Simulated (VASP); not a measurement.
A run of VASP 6.6.1 is set up as follows.

Contents of INCAR:

```
SYSTEM = CoO
PREC = Accurate
ENCUT = 520
EDIFF = 1E-6
ISMEAR = 0
SIGMA = 0.05
LREAL = .False.
LASPH = .True.
NELM = 150
ALGO = Normal
ISIF = 2
LWAVE = .False.
LCHARG = .False.
ISPIN = 2
MAGMOM = 0 2
LORBIT = 11
LMAXMIX = 4
GGA = CA
NBANDS = 18
```

KPOINTS

```
regular mesh
0
Gamma
  11 11 11
  0 0 0
```

POSCAR

```
CoO
1.0
    1.5054695450      0.8691832471      2.4399269067
   -1.5054695450      0.8691832471      2.4399269067
    0.0000000000     -1.7383664941      2.4399269067
O Co
1 1
Direct
    0.5000000000      0.5000000001      0.5000000000
    0.0000000000      0.0000000000      0.0000000000
```

Potentials or basis: VASP PAW LDA potentials, release 64 (O, Co).

The run is started by

```sh
$ cat potpaw_LDA.64/O/POTCAR potpaw_LDA.64/Co/POTCAR > POTCAR
$ mpirun -np 1 vasp_std > vasp.out
```

(1) What does it give for the site moments?

(2) Predict the pressure.

## Answers

(1) O +0.30; Co +2.42 μB.

(2) -19.0 GPa.

Caveat: a cell with one magnetic atom can't hold antiferromagnetic order, which such compounds often take.
